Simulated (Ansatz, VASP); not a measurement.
P: VASP beside Ansatz

```
CELL_PARAMETERS angstrom
3.23935 0.00000 0.00000
0.00000 34.38593 0.00000
0.00000 0.00000 4.56948
ATOMIC_POSITIONS crystal
P 0.50000 0.97026 0.90785
P 0.50000 0.02974 0.09215
P 0.00000 0.02974 0.40785
P 0.00000 0.97026 0.59215
```

Alike in both runs: task single point; functional LDA; k mesh 8 × 1 × 6; occupations fermi-dirac, width 0.05 eV; no spin polarisation.

|  | VASP | Ansatz |
| --- | --- | --- |
| version | VASP 6.6.1 | Ansatz 0.2.0 |
| potentials or method | VASP PAW LDA potentials, release 64 (P) | Ansatz PAW |
| plane-wave cutoff (eV) | 520 | 420 |
| valence electrons in the cell | 20 | 20 |

VASP gave:

| Item | Value |
| --- | --- |
| gap on the k mesh at the Fermi level (eV) | 0.83 |
| least direct gap on the mesh (eV) | 0.83 |
| rms of the force components (eV/Å) | 0.245 |

Problem. What did Ansatz give for the same quantities?

Solution. gap on the k mesh at the Fermi level (eV): 0.81; least direct gap on the mesh (eV): 0.82; rms of the force components (eV/Å): 0.271.

LDA's correlation is that of Perdew and Zunger in VASP and of Perdew and Wang (1992) in Ansatz. Atom by atom the forces differ by 0.027 eV/Å (rms over components).
